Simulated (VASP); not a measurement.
Input of a VASP 6.6.1 run:

Contents of INCAR:

```
PREC = Accurate ; ENCUT = 520
EDIFF = 1E-6 ; ISMEAR = 0
SIGMA = 0.02 ; LREAL = F
LASPH = T ; NELM = 100
ALGO = Normal ; ISIF = 2
LWAVE = F ; LCHARG = T
GGA = PE ; LELF = T
LVHAR = T ; NBANDS = 16
```

The input KPOINTS:

```
Automatic mesh
0
Gamma
  12 12 4
```

The input POSCAR:

```
BN
1.0
    2.4087148200      0.0000000000      0.0000000000
   -1.2043574100      2.0860082246      0.0000000000
    0.0000000000      0.0000000000      7.0072493400
B N
2 2
Direct
    0.3333333333      0.6666666667      0.2500000000
    0.6666666667      0.3333333333      0.7500000000
    0.3333333333      0.6666666667      0.7500000000
    0.6666666667      0.3333333333      0.2500000000
```

Potentials or basis: VASP PAW PBE potentials, release 64 (B, N).

Launch:

```console
$ cat potpaw_PBE.64/B/POTCAR potpaw_PBE.64/N/POTCAR > POTCAR
$ mpirun -np 1 vasp_std > vasp.out
```

Q: Estimate the band gap on the k mesh.

A: 4.55 eV (least direct gap 4.95 eV).

Q: Estimate the pressure.

A: 34.5 GPa.

Stress tensor (GPa, compression positive):
```
51.07  0.00  0.00
 0.00 51.07  0.00
 0.00  0.00  1.48
```

Caveat: the cell differs from its parent crystal (strained); the cell stands under pressure; this functional lacks dispersion, which binds the layers, so the pressure and a relaxed spacing across them are unreliable. A k mesh can miss the band edges.
